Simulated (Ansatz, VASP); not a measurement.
**One calculation of SrO, two programs**

The input INCAR:

```
SYSTEM = SrO
ALGO = Normal
EDIFF = 1E-6
ENCUT = 520
GGA = PE
ISIF = 2
ISMEAR = 0
LASPH = .True.
LCHARG = .False.
LREAL = .False.
LWAVE = .False.
NBANDS = 24
NELM = 60
PREC = Accurate
SIGMA = 0.05
```

File KPOINTS:

```
k-points
0
Gamma
  9 9 4
  0 0 0
```

Contents of POSCAR:

```
SrO
1.0
    3.5769478779      0.0000000000      0.0000000000
   -1.7884739390      3.0977277303      0.0000000000
    0.0000000000      0.0000000000      6.2426216355
Sr O
2 2
Direct
    0.3333333333      0.6666666667      0.2500000000
    0.6666666667      0.3333333333      0.7500000000
   -0.0345091658     -0.0690183317      0.0000000000
    0.0345091658      0.0690183317      0.5000000000
```

Input for Ansatz:

```yaml
crystal:
  lattice:
    - [3.5769478779, 0.0, 0.0]
    - [-1.788473939, 3.0977277303, 0.0]
    - [0.0, 0.0, 6.2426216355]
  atoms:
    - { symbol: Sr, position: [0.3333333333, 0.6666666667, 0.25] }
    - { symbol: Sr, position: [0.6666666667, 0.3333333333, 0.75] }
    - { symbol: O, position: [-0.0345091658, -0.0690183317, 0.0] }
    - { symbol: O, position: [0.0345091658, 0.0690183317, 0.5] }
basis:
  ecutwfc: 520.0
kpoints:
  mp_grid: { grid: [9, 9, 4] }
hamiltonian:
  xc: pbe
scf:
  occupations: { method: gaussian, width: 0.05 }
output:
  forces: true
  stress: true
  eigenvalues: true
```

Change from the starting cell: mode 6 frozen in at +0.000 Å and mode 7 at -0.214 Å (largest displacements).

Alike in both runs: task single point; functional PBE; k mesh 9 × 9 × 4; occupations gaussian, width 0.05 eV; no spin polarisation.

```csv
,VASP,Ansatz
version,VASP 6.6.1,Ansatz 0.2.0
potentials or method,"VASP PAW PBE potentials, release 64 (Sr_sv, O), cutoff 520 eV","scalar-relativistic, plane waves, PAW"
valence electrons in the cell,32,32
```

```tsv
	VASP	Ansatz	Ansatz less VASP
gap on the k mesh at the Fermi level (eV)	3.08	3.08	+0.004
least direct gap on the mesh (eV)	3.08	3.08	+0.004
pressure (GPa)	1.8	1.3	-0.55
traceless stress, the component that is largest in VASP (GPa)	0.30	0.30	+0.001
rms of the force components (eV/Å)	0.213	0.199	-0.0141
```

Atom by atom the forces differ by 0.014 eV/Å (rms over components).
